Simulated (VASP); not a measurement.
# BaTiO3 (R3m) in VASP: notebook

Aim: see how the results for BaTiO3 move with the level of theory and the settings. Levels: PBEsol, PBE. Tasks: relaxation of cell and atoms, single point.

All numbers are computed with VASP 6.6.1; they aren't measurements. Logs are shortened: lines on timing, memory, paths and dates and some standing lists are left out, and cuts for length are marked.

## 1. The cell of the first run

Symmetry: R3m, No. 160, trigonal system. The conventional cell has a = 5.655 Å, b = 5.655 Å, c = 6.955 Å, α = 90.00°, β = 90.00°, γ = 120.00°. Within 3.7 Å of Ba (site symmetry 3m) lie 12 O at 2.79 to 2.89 Å and 8 Ti at 3.37 to 3.59 Å. Ti (site symmetry 3m) has 6 O at 1.87 to 2.14 Å within 2.5 Å. O (site symmetry m) has 2 Ti at 1.87 to 2.14 Å within 2.5 Å.

## 2. Relaxation of cell and atoms, PBEsol

Input file INCAR:

```
SYSTEM = BaTiO3
  PREC = Accurate
  ENCUT = 600
  EDIFF = 1E-7
  ISMEAR = -1
  SIGMA = 0.05
  LREAL = .False.
  LASPH = .True.
  NELM = 80
  ALGO = Normal
  ISIF = 3
  LWAVE = .False.
  LCHARG = .False.
  GGA = PS
  IBRION = 2
  NSW = 60
  EDIFFG = -0.01
```

Input file KPOINTS:

```
regular mesh
0
Gamma
  7 7 7
  0 0 0
```

Input file POSCAR:

```
BaTiO3
1.0
    2.8273666084      1.6323808724      2.3183934932
   -2.8273666084      1.6323808724      2.3183934932
    0.0000000000     -3.2647617449      2.3183934932
Ba Ti O
1 1 3
Direct
    0.0000000000      0.0000000000      0.0000000000
    0.4845000000      0.4845000000      0.4845000000
    0.5086000000      0.0175000000      0.5086000000
    0.0175000000      0.5086000000      0.5086000000
    0.5086000000      0.5086000000      0.0175000000
```

Potentials or basis: VASP PAW PBE potentials, release 64 (Ba_sv, Ti_sv, O).

Started as:

```sh
cat potpaw_PBE.64/Ba_sv/POTCAR potpaw_PBE.64/Ti_sv/POTCAR potpaw_PBE.64/O/POTCAR > POTCAR
mpirun -np 1 vasp_std > vasp.out
```

OUTCAR:

```text
SYSTEM = BaTiO3
   PREC = Accurate
   ENCUT = 600
   EDIFF = 1E-7
   ISMEAR = -1
   LREAL = .False.
   LASPH = .True.
   NELM = 80
   ISIF = 3
   GGA = PS
   IBRION = 2
   NSW = 60
   EDIFFG = -0.01

 ion  position               nearest neighbor table
   1  0.000  0.000  0.000-   5 2.79   4 2.79   3 2.79   4 2.83   3 2.83   4 2.83   3 2.83   5 2.83
                             5 2.83   5 2.89   4 2.89   3 2.89   2 3.37   2 3.43   2 3.43   2 3.43
   2  0.484  0.484  0.484-   3 1.87   4 1.87   5 1.87   3 2.14   4 2.14   5 2.14   1 3.37   1 3.43
                             1 3.43   1 3.43   1 3.50   1 3.50   1 3.50   1 3.59
   3  0.509  0.017  0.509-   2 1.87   2 2.14   1 2.79   1 2.83   1 2.83   1 2.89
   4  0.017  0.509  0.509-   2 1.87   2 2.14   1 2.79   1 2.83   1 2.83   1 2.89
   5  0.509  0.509  0.017-   2 1.87   2 2.14   1 2.79   1 2.83   1 2.83   1 2.89

  LATTYP: Found a trigonal (rhomboedric) cell.
 ALAT       =     4.0042000000
 COS(alpha) =     0.0028448828

  Lattice vectors:

 A1 = (   2.8273666084,   1.6323808724,   2.3183934932)
 A2 = (  -2.8273666084,   1.6323808724,   2.3183934932)
 A3 = (   0.0000000000,  -3.2647617449,   2.3183934932)

Analysis of symmetry for initial positions (statically):
=====================================================================
 Subroutine PRICEL returns:
 Original cell was already a primitive cell.

 Routine SETGRP: Setting up the symmetry group for a
 trigonal (rhombohedral) supercell.

 Subroutine GETGRP returns: Found  6 space group operations
 (whereof  6 operations were pure point group operations)
 out of a pool of 12 trial point group operations.

The static configuration has the point symmetry C_3v.

Analysis of symmetry for dynamics (positions and initial velocities):
=====================================================================
 Subroutine PRICEL returns:
 Original cell was already a primitive cell.

 Routine SETGRP: Setting up the symmetry group for a
 trigonal (rhombohedral) supercell.

 Subroutine GETGRP returns: Found  6 space group operations
 (whereof  6 operations were pure point group operations)
 out of a pool of 12 trial point group operations.

The dynamic configuration has the point symmetry C_3v.

 Subroutine INISYM returns: Found  6 space group operations
 (whereof  6 operations are pure point group operations),
 and found     1 'primitive' translations

----------------------------------------------------------------------------------------

                                     Primitive cell

  volume of cell :      64.2010

  direct lattice vectors                    reciprocal lattice vectors
[... 106 lines left out ...]
   EMIN   =  10.00;   EMAX   =-10.00  energy-range for DOS
   EFERMI =   0.00;   METHOD = LEGACY
   ISMEAR =    -1;   SIGMA  =   0.05  broadening in eV -4-tet -1-fermi 0-gaus
   EFERMI_NEDOS =   21; number of points for ismear=-14 and -15
   IALGO  =     38    algorithm
   IMIX   =      4    mixing-type and parameters
     AMIX     =   0.40;   BMIX     =  1.00
     AMIX_MAG =   1.60;   BMIX_MAG =  1.00
  volume/ion in A,a.u.               =      12.84        86.65
  Fermi-wavevector in a.u.,A,eV,Ry     =   1.398237  2.642285 26.600301  1.955067
  Thomas-Fermi vector in A             =   2.521415
   LORBIT       =      0    0 simple, 1 ext, 2 COOP (PROOUT), +10 PAW based schemes
   GGA     = PS    functional components
   LHFCALC =     F    Hartree Fock is set to
   AEXX    =    0.0000 exact exchange contribution
   IVDW    =     0    specifies the selected vdW correction
   LEPSILON=     F    determine dielectric tensor
   LRPA    =     F    only Hartree local field effects (RPA)
 conjugate gradient relaxation of ions
 non-spin polarized calculation
  energy-cutoff  :      600.00
  volume of cell :       64.20
 maximum number of plane-waves:      2170
   NGX = 15   NGY = 15   NGZ = 15

--------------------------------------- Ionic step        1  -------------------------------------------

 number of electron      39.9999996 magnetization

 Free energy of the ion-electron system (eV)
  ---------------------------------------------------
  ext. energy  EPLUGINS =         0.00000000
  ---------------------------------------------------
  free energy    TOTEN  =       -42.01241553 eV

  energy without entropy =      -42.01241553  energy(sigma->0) =      -42.01241553

------------------------ aborting loop because EDIFF is reached ----------------------------------------

  FORCE on cell =-STRESS in cart. coord.  units (eV):
  Direction    XX          YY          ZZ          XY          YZ          ZX
  --------------------------------------------------------------------------------------
  -------------------------------------------------------------------------------------
  Total        0.2116301      0.2116301      0.1394424      0.0000000     -0.0000000      0.0000000
  in kB        5.2813625      5.2813625      3.4798738      0.0000000     -0.0000000      0.0000000
  external PRESSURE =       4.6808663 kB  Pullay stress =       0.0000000 kB
[... 221 lines left out ...]
--------------------------------------- Ionic step        7  -------------------------------------------

 number of electron      39.9999995 magnetization

 Free energy of the ion-electron system (eV)
  ---------------------------------------------------
  ext. energy  EPLUGINS =         0.00000000
  ---------------------------------------------------
  free energy    TOTEN  =       -42.01471352 eV

  energy without entropy =      -42.01471352  energy(sigma->0) =      -42.01471352

 E-fermi :   4.7668     XC(G=0): -11.4966

 val. band max:        3.5703773628   @ k =   0.4286   0.4286   0.4286
 cond. band min:       5.8978327185   @ k =   0.0000   0.0000   0.0000
 fundamental gap:      2.3274553557
 Fermi energy:         4.7668151399

 k-point     1 :       0.0000    0.0000    0.0000
  band No.  band energies     occupation
      1     -52.4419      2.00000
      2     -28.8061      2.00000
      3     -28.8061      2.00000
      4     -28.8018      2.00000
      5     -21.1159      2.00000
      6     -13.1272      2.00000
[... 637 lines left out ...]
     23       7.5267      0.00000
     24       9.1801      0.00000

 [... further k-points ...]

------------------------ aborting loop because EDIFF is reached ----------------------------------------

  FORCE on cell =-STRESS in cart. coord.  units (eV):
  Direction    XX          YY          ZZ          XY          YZ          ZX
  --------------------------------------------------------------------------------------
  -------------------------------------------------------------------------------------
  Total       -0.0015269     -0.0015269     -0.0009597      0.0000000      0.0000000     -0.0000000
  in kB       -0.0381115     -0.0381115     -0.0239548      0.0000000      0.0000000     -0.0000000
  external PRESSURE =      -0.0333926 kB  Pullay stress =       0.0000000 kB
[... 20 lines left out ...]
  FREE ENERGIE OF THE ION-ELECTRON SYSTEM (eV)
  ---------------------------------------------------
  free  energy   TOTEN  =       -42.0147135186 eV

  energy  without entropy=      -42.0147135186  energy(sigma->0) =      -42.01471352

 reached required accuracy - stopping structural energy minimisation
```

Wall time 2.6 min (1 thread of AMD EPYC 9R45 (Zen 5), shared host); peak memory 0.22 GiB.

What came out:

```yaml
Free_energy: -42.0147 eV
Relaxed_volume: 12.84 Å³/atom
Relaxed_cell: a = 4.004 Å, b = 4.004 Å, c = 4.004 Å, α = 89.86°, β = 89.86°, γ = 89.86°
Space_group_after_relaxing_to_0.1_Å: R3m (No. 160)
Energy_gained_by_relaxing: 0.5 meV/atom
Ionic_steps: 7
Pressure_after_relaxing: 0.0 GPa
Largest_force_after_relaxing: 0.006 eV/Å
Band_gap_on_the_k_mesh: 2.33 eV (least direct gap 2.64 eV)
```

Forces in eV/Å, atoms in the order of the input:
```
Ba   0.000  0.000 -0.006
Ti   0.000  0.000 -0.002
O   -0.003  0.002  0.003
O    0.003  0.002  0.003
O    0.000 -0.004  0.003
```

The path:
| step | energy change (eV) | largest force (eV/Å) | pressure (GPa) | volume (Å³) |
| --- | --- | --- | --- | --- |
| 1 | 0.0000 | 0.1369 | 0.47 | 64.20 |
| 2 | -0.0011 | 0.0699 | -0.85 | 64.55 |
| 3 | -0.0013 | 0.0872 | -0.45 | 64.44 |
| 4 | -0.0022 | 0.0331 | -0.11 | 64.25 |
| 5 | -0.0023 | 0.0111 | 0.03 | 64.17 |
| 6 | -0.0023 | 0.0126 | 0.03 | 64.17 |
| 7 | -0.0023 | 0.0064 | 0.00 | 64.19 |

Final structure:
```xyz
5
Lattice="2.8277 1.6326 2.3174 -2.8277 1.6326 2.3174 0.0000 -3.2652 2.3174" Properties=species:S:1:pos:R:3 pbc="T T T"
Ba    0.0000    0.0000    6.9389
Ti    0.0000    0.0000    3.3786
O     1.3937   -0.8046    2.3987
O    -1.3937   -0.8046    2.3987
O     0.0000    1.6093    2.3987
```

Caveat: the PAW data sets were made with another functional, which shifts forces and pressure a little; spin-orbit coupling is left out, which moves the levels of the heavy elements. A hybrid or GW would open this gap; PBEsol tends to underestimate it.

## 3. Relaxation of cell and atoms, PBE

Input file INCAR:

```
ALGO = Normal
EDIFF = 1E-7
EDIFFG = -0.01
ENCUT = 600
GGA = PE
IBRION = 2
ISIF = 3
ISMEAR = -1
LASPH = T
LCHARG = F
LREAL = F
LWAVE = F
NELM = 80
NSW = 60
PREC = Accurate
SIGMA = 0.05
```

Input file KPOINTS:

```
k-points
0
Gamma
  7 7 7
```

POSCAR is that of step 2.

Potentials or basis: VASP PAW PBE potentials, release 64 (Ba_sv, Ti_sv, O).

Started as:

```sh
cat potpaw_PBE.64/Ba_sv/POTCAR potpaw_PBE.64/Ti_sv/POTCAR potpaw_PBE.64/O/POTCAR > POTCAR
mpirun -np 1 vasp_std > vasp.out
```

It took 4.7 min on 1 thread of AMD EPYC 9R45 (Zen 5), shared host; peak memory 0.22 GiB.

The run converged. Its results:

```yaml
Free_energy: -40.0598 eV
Relaxed_volume: 13.52 Å³/atom
Relaxed_cell: a = 4.074 Å, b = 4.074 Å, c = 4.074 Å, α = 89.68°, β = 89.68°, γ = 89.68°
Space_group_after_relaxing_to_0.1_Å: R3m (No. 160)
Energy_gained_by_relaxing: 12.4 meV/atom
Ionic_steps: 12
Pressure_after_relaxing: 0.1 GPa
Largest_force_after_relaxing: 0.009 eV/Å
Band_gap_on_the_k_mesh: 2.63 eV (least direct gap 3.13 eV)
```

Forces on the atoms (eV/Å):
```
Ba   0.000  0.000  0.002
Ti   0.000  0.000  0.009
O    0.001 -0.001 -0.004
O   -0.001 -0.001 -0.004
O    0.000  0.001 -0.004
```

The path:
```
step  energy change (eV)  largest force (eV/Å)  pressure (GPa)  volume (Å³)
   1              0.0000                0.2078            6.66        64.20
   2              0.0056                0.5773           -5.79        69.29
   3             -0.0493                0.2116            0.12        66.60
   4             -0.0547                0.1790            0.07        66.87
   5             -0.0600                0.1033            0.17        67.48
   6             -0.0613                0.0538           -0.38        67.81
   7             -0.0613                0.0517           -0.43        67.84
   8             -0.0617                0.0882            0.35        67.56
   9             -0.0619                0.0512            0.06        67.66
  10             -0.0621                0.0107           -0.06        67.66
  11             -0.0621                0.0122           -0.06        67.66
  12             -0.0621                0.0090            0.05        67.61
```

Final structure:
```
Ba Ti O
1.0
     2.87268    1.65854    2.36495
    -2.87268    1.65854    2.36495
     0.00000   -3.31708    2.36495
Ba Ti O
1 1 3
Direct
  0.99515 0.99515 0.99515
  0.48000 0.48000 0.48000
  0.51088 0.02230 0.51088
  0.02230 0.51088 0.51088
  0.51088 0.51088 0.02230
```

Levels at points of the mesh, in eV from the valence-band top:
```
           k point  band 18  band 19  band 20  band 21  band 22  band 23
(0.00, 0.00, 0.00)    -0.65    -0.50    -0.50     2.63     2.63     2.81
```

Caveat: spin-orbit coupling is left out, which moves the levels of the heavy elements. PBE usually gives volumes a little too large and moduli too small.

## 4. Single point, PBEsol

Input file INCAR:

```
PREC = Accurate ; ENCUT = 1340
EDIFF = 1E-6 ; ISMEAR = -1
SIGMA = 0.05 ; LREAL = False
LASPH = True ; NELM = 120
ALGO = Normal ; ISIF = 2
LWAVE = False ; LCHARG = False
GGA = PS ; NBANDS = 28
GGA_COMPAT = False
```

Input file KPOINTS:

```
regular mesh
0
Gamma
  6 6 6
```

POSCAR is that of step 3.

Potentials or basis: VASP PAW PBE potentials, release 64 (Ba_sv, Ti_sv, O_h).

Started as:

```sh
cat potpaw_PBE.64/Ba_sv/POTCAR potpaw_PBE.64/Ti_sv/POTCAR potpaw_PBE.64/O_h/POTCAR > POTCAR
mpirun -np 1 vasp_std > vasp.out
```

Run time: 2.8 min. Hardware: 1 thread of Intel Xeon Platinum 8375C at 2.90GHz (Ice Lake), shared host; peak memory 0.48 GiB.

The run converged. Its results:

* Free energy: -42.0327 eV
* Pressure: 0.4 GPa
* Largest force: 0.123 eV/Å
* Band gap on the k mesh: 2.34 eV (least direct gap 2.74 eV)

Forces in eV/Å, atoms in the order of the input:
```
Ba   0.000  0.000 -0.123
Ti   0.000  0.000  0.104
O    0.069 -0.040  0.006
O   -0.069 -0.040  0.006
O    0.000  0.079  0.006
```

Stress tensor (GPa, compression positive):
```
0.44 0.00 0.00
0.00 0.44 0.00
0.00 0.00 0.31
```

Levels at points of the mesh, in eV from the valence-band top:
| k point | band 18 | band 19 | band 20 | band 21 | band 22 | band 23 |
| --- | --- | --- | --- | --- | --- | --- |
| (0.00, 0.00, 0.00) | -0.54 | -0.40 | -0.40 | 2.34 | 2.34 | 2.49 |
| (0.50, 0.00, 0.00) | -1.66 | -0.97 | -0.84 | 2.52 | 3.79 | 3.89 |
| (0.50, 0.50, 0.00) | -0.90 | -0.85 | -0.10 | 3.86 | 3.86 | 4.20 |
| (0.50, 0.50, 0.50) | -0.02 | -0.02 | 0.00 | 4.34 | 4.49 | 4.49 |

Caveat: the PAW data sets were made with another functional, which shifts forces and pressure a little; spin-orbit coupling is left out, which moves the levels of the heavy elements. A k mesh can miss the band edges.

## 5. Overview

| task | level | potentials or basis | cell | k mesh | cutoff (eV) | gap on the mesh (eV) | pressure (GPa) | relaxed volume (Å³/atom) | largest force (eV/Å) |
| --- | --- | --- | --- | --- | --- | --- | --- | --- | --- |
| relaxation of cell and atoms | PBEsol | VASP PAW PBE potentials, release 64 (Ba_sv, Ti_sv, O) | relaxed | 7 × 7 × 7 | 600 | 2.33 | 0.0 | 12.84 | 0.01 |
| relaxation of cell and atoms | PBE | VASP PAW PBE potentials, release 64 (Ba_sv, Ti_sv, O) | relaxed | 7 × 7 × 7 | 600 | 2.63 | 0.1 | 13.52 | 0.01 |
| single point | PBEsol | VASP PAW PBE potentials, release 64 (Ba_sv, Ti_sv, O_h) | as given | 6 × 6 × 6 | 1340 | 2.34 | 0.4 | - | 0.12 |

Alike in all rows: no spin polarisation; smearing fermi-dirac 0.05 eV.

Caveats: spin-orbit coupling is left out, which moves the levels of the heavy elements; the PAW data sets were made with another functional, which shifts forces and pressure a little (at least some runs).

Absolute energies hang on the potentials; compare differences alone.
